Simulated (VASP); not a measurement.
Runs of VASP 6.6.1 on Ag. The structure is that of space group P6_3/mmc (No. 194), or close to it. The cells are those of the table. 

```csv
level,potentials or basis,cell,k mesh,cutoff (eV),smearing,gap on the mesh (eV),pressure (GPa)
LDA,"VASP PAW LDA potentials, release 64 (Ag)","a = 2.831, b = 2.831, c = 4.592 Å, angles 90.0, 90.0, 120.0°, 2 atoms",3 × 3 × 2,500,fermi-dirac 0.00861733 eV,none,(a)
PBE,"VASP PAW PBE potentials, release 64 (Ag)","a = 2.922, b = 2.922, c = 4.702 Å, angles 90.0, 90.0, 120.0°, 2 atoms","3 × 3 × 2, shifted",500,methfessel-paxton 0.0044 eV,none,(b)
PBE,"VASP PAW PBE potentials, release 64 (Ag)","a = 2.922, b = 2.922, c = 4.702 Å, angles 90.0, 90.0, 120.0°, 2 atoms",7 × 7 × 4,520,gaussian 0.1 eV,none,2.2
PBE,"VASP PAW PBE potentials, release 64 (Ag)","a = 2.922, b = 2.922, c = 4.702 Å, angles 90.0, 90.0, 120.0°, 2 atoms",6 × 6 × 4,520,gaussian 0.1 eV,none,3.3
PBE,"VASP PAW PBE potentials, release 64 (Ag)","a = 2.922, b = 2.922, c = 4.702 Å, angles 90.0, 90.0, 120.0°, 2 atoms",2 × 5 × 3,500,gaussian 0.1 eV,none,7.3
```

Alike in all rows: task single point; no spin polarisation.

**Question.** Fill in the values left out.

**Answer.** (a) 0.2; (b) 3.6.

Caveats: some runs use coarse meshes.

A k mesh can miss the band edges, and the runs leave out spin-orbit coupling on Ag.

A gap of «none» marks levels without a gap at the run's occupations.
